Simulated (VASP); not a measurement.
# BaO (Fm-3m) in VASP: single point with PBE

Aim: the single point of BaO with PBE.

All numbers are computed with VASP 6.6.1; they aren't measurements. Logs are shortened: lines on timing, memory, paths and dates and some standing lists are left out, and cuts for length are marked.

## 1. The cell of the first run

It takes space group Fm-3m (No. 225, cubic). Conventional cell: a = 5.573 Å, b = 5.573 Å, c = 5.573 Å, α = 90.00°, β = 90.00°, γ = 90.00°. Within 3.7 Å of Ba (site symmetry m-3m) lie 6 O at 2.79 Å. Within 3.7 Å of O (site symmetry m-3m) lie 6 Ba at 2.79 Å.

## 2. Single point, PBE

The input, INCAR:

```
SYSTEM = BaO
  ALGO = Normal
  EDIFF = 1E-6
  ENCUT = 600
  GGA = PE
  GGA_COMPAT = .False.
  ISIF = 2
  ISMEAR = 0
  LASPH = .True.
  LCHARG = .False.
  LREAL = .False.
  LWAVE = .False.
  NBANDS = 15
  NELM = 120
  PREC = Accurate
  SIGMA = 0.02
```

The input, KPOINTS:

```
k-points
0
Gamma
  8 8 8
  0 0 0
```

The input, POSCAR:

```
BaO
1.0
    0.0000000000      2.7866632389      2.7866632389
    2.7866632389      0.0000000000      2.7866632389
    2.7866632389      2.7866632389      0.0000000000
Ba O
1 1
Direct
    0.0000000000      0.0000000000      0.0000000000
    0.5000000000      0.5000000000      0.5000000000
```

Potentials or basis: VASP PAW PBE potentials, release 64 (Ba_sv, O).

The run is started by

```console
cat potpaw_PBE.64/Ba_sv/POTCAR potpaw_PBE.64/O/POTCAR > POTCAR
mpirun -np 1 vasp_std > vasp.out
```

OUTCAR:

```text
SYSTEM = BaO
   EDIFF = 1E-6
   ENCUT = 600
   GGA = PE
   ISIF = 2
   ISMEAR = 0
   LASPH = .True.
   LREAL = .False.
   NELM = 120
   PREC = Accurate

 ion  position               nearest neighbor table
   1  0.000  0.000  0.000-   2 2.79   2 2.79   2 2.79   2 2.79   2 2.79   2 2.79
   2  0.500  0.500  0.500-   1 2.79   1 2.79   1 2.79   1 2.79   1 2.79   1 2.79

  LATTYP: Found a face centered cubic cell.
 ALAT       =     5.5733264778

  Lattice vectors:

 A1 = (   0.0000000000,   2.7866632389,   2.7866632389)
 A2 = (   2.7866632389,   0.0000000000,   2.7866632389)
 A3 = (   2.7866632389,   2.7866632389,   0.0000000000)

Analysis of symmetry for initial positions (statically):
=====================================================================
 Subroutine PRICEL returns:
 Original cell was already a primitive cell.

 Routine SETGRP: Setting up the symmetry group for a
 face centered cubic supercell.

 Subroutine GETGRP returns: Found 48 space group operations
 (whereof 48 operations were pure point group operations)
 out of a pool of 48 trial point group operations.

The static configuration has the point symmetry O_h .

Analysis of symmetry for dynamics (positions and initial velocities):
=====================================================================
 Subroutine PRICEL returns:
 Original cell was already a primitive cell.

 Routine SETGRP: Setting up the symmetry group for a
 face centered cubic supercell.

 Subroutine GETGRP returns: Found 48 space group operations
 (whereof 48 operations were pure point group operations)
 out of a pool of 48 trial point group operations.

The dynamic configuration has the point symmetry O_h .

 Subroutine INISYM returns: Found 48 space group operations
 (whereof 48 operations are pure point group operations),
 and found     1 'primitive' translations

----------------------------------------------------------------------------------------

                                     Primitive cell

  volume of cell :      43.2796

  direct lattice vectors                    reciprocal lattice vectors
     0.000000000  2.786663239  2.786663239    -0.179426058  0.179426058  0.179426058
     2.786663239  0.000000000  2.786663239     0.179426058 -0.179426058  0.179426058
     2.786663239  2.786663239  0.000000000     0.179426058  0.179426058 -0.179426058

  length of vectors
     3.940936946  3.940936946  3.940936946     0.310775049  0.310775049  0.310775049

  position of ions in fractional coordinates (direct lattice)
[... 90 lines left out ...]
   NELECT =      16.0000    total number of electrons
   NUPDOWN=      -1.0000    fix difference up-down
   EMIN   =  10.00;   EMAX   =-10.00  energy-range for DOS
   EFERMI =   0.00;   METHOD = LEGACY
   ISMEAR =     0;   SIGMA  =   0.02  broadening in eV -4-tet -1-fermi 0-gaus
   EFERMI_NEDOS =   21; number of points for ismear=-14 and -15
   IALGO  =     38    algorithm
   IMIX   =      4    mixing-type and parameters
     AMIX     =   0.40;   BMIX     =  1.00
     AMIX_MAG =   1.60;   BMIX_MAG =  1.00
  volume/ion in A,a.u.               =      21.64       146.03
  Fermi-wavevector in a.u.,A,eV,Ry     =   1.174953  2.220338 18.783027  1.380514
  Thomas-Fermi vector in A             =   2.311341
   LORBIT       =      0    0 simple, 1 ext, 2 COOP (PROOUT), +10 PAW based schemes
   GGA     = PE    functional components
   LHFCALC =     F    Hartree Fock is set to
   AEXX    =    0.0000 exact exchange contribution
   IVDW    =     0    specifies the selected vdW correction
   LEPSILON=     F    determine dielectric tensor
   LRPA    =     F    only Hartree local field effects (RPA)
 non-spin polarized calculation
 Gauss-broadening in eV      SIGMA  =   0.02
  energy-cutoff  :      600.00
  volume of cell :       43.28
 maximum number of plane-waves:      1459
   NGX = 15   NGY = 15   NGZ = 15

 number of electron      16.0000002 magnetization

 Free energy of the ion-electron system (eV)
  ---------------------------------------------------
  ext. energy  EPLUGINS =         0.00000000
  ---------------------------------------------------
  free energy    TOTEN  =       -11.80637519 eV

  energy without entropy =      -11.80637519  energy(sigma->0) =      -11.80637519

 E-fermi :   1.9071     XC(G=0):  -9.5344

 val. band max:        1.7474139995   @ k =   0.5000   0.5000   0.0000
 cond. band min:       3.7842809229   @ k =   0.5000   0.5000   0.0000
 fundamental gap:      2.0368669234
 Fermi energy:         1.9070669977

 k-point     1 :       0.0000    0.0000    0.0000
  band No.  band energies     occupation
      1     -24.1643      2.00000
      2     -13.2145      2.00000
      3      -8.7120      2.00000
      4      -8.7120      2.00000
      5      -8.7120      2.00000
      6       1.4529      2.00000
      7       1.4529      2.00000
      8       1.4529      2.00000
      9       5.2156      0.00000
     10       6.4410      0.00000
     11       6.4410      0.00000
     12       6.4410      0.00000
     13       8.6605      0.00000
     14       8.6605      0.00000
[... 401 lines left out ...]
      2     -13.7368      2.00000
      3      -9.3021      2.00000
      4      -9.2993      2.00000
      5      -8.8205      2.00000
      6       0.2833      2.00000
      7       0.8652      2.00000
      8       0.9340      2.00000
      9       6.5872      0.00000
     10       7.1869      0.00000
     11       9.4900      0.00000
     12       9.5401      0.00000
     13      11.6897      0.00000
     14      13.3755      0.00000
     15      13.7247      0.00000

 [... further k-points ...]

------------------------ aborting loop because EDIFF is reached ----------------------------------------

  FORCE on cell =-STRESS in cart. coord.  units (eV):
  Direction    XX          YY          ZZ          XY          YZ          ZX
  --------------------------------------------------------------------------------------
  -------------------------------------------------------------------------------------
  Total        0.4130258      0.4130258      0.4130258     -0.0000000     -0.0000000      0.0000000
  in kB       15.2898870     15.2898870     15.2898870     -0.0000000     -0.0000000      0.0000000
  external PRESSURE =      15.2898870 kB  Pullay stress =       0.0000000 kB

 VOLUME and BASIS-vectors are now :
 -----------------------------------------------------------------------------
  energy-cutoff  :      600.00
  volume of cell :       43.28
      direct lattice vectors                 reciprocal lattice vectors
     0.000000000  2.786663239  2.786663239    -0.179426058  0.179426058  0.179426058
     2.786663239  0.000000000  2.786663239     0.179426058 -0.179426058  0.179426058
     2.786663239  2.786663239  0.000000000     0.179426058  0.179426058 -0.179426058

 POSITION                                       TOTAL-FORCE (eV/Angst)
 -----------------------------------------------------------------------------------
      0.00000      0.00000      0.00000         0.000000     -0.000000     -0.000000
      2.78666      2.78666      2.78666        -0.000000      0.000000      0.000000
 -----------------------------------------------------------------------------------
    total drift:                                0.000000     -0.000000      0.000000

  FREE ENERGIE OF THE ION-ELECTRON SYSTEM (eV)
  ---------------------------------------------------
  free  energy   TOTEN  =       -11.8063751902 eV

  energy  without entropy=      -11.8063751902  energy(sigma->0) =      -11.80637519
```

Wall time 16 s (1 thread of Intel Xeon Platinum 8488C (Sapphire Rapids), shared host); peak memory 0.18 GiB.

Results:

| Quantity | Value |
| --- | --- |
| Free energy | -11.8064 eV |
| Pressure | 1.5 GPa |
| Band gap on the k mesh | 2.04 eV, direct |

Caveat: spin-orbit coupling is left out, which moves the levels of the heavy elements.
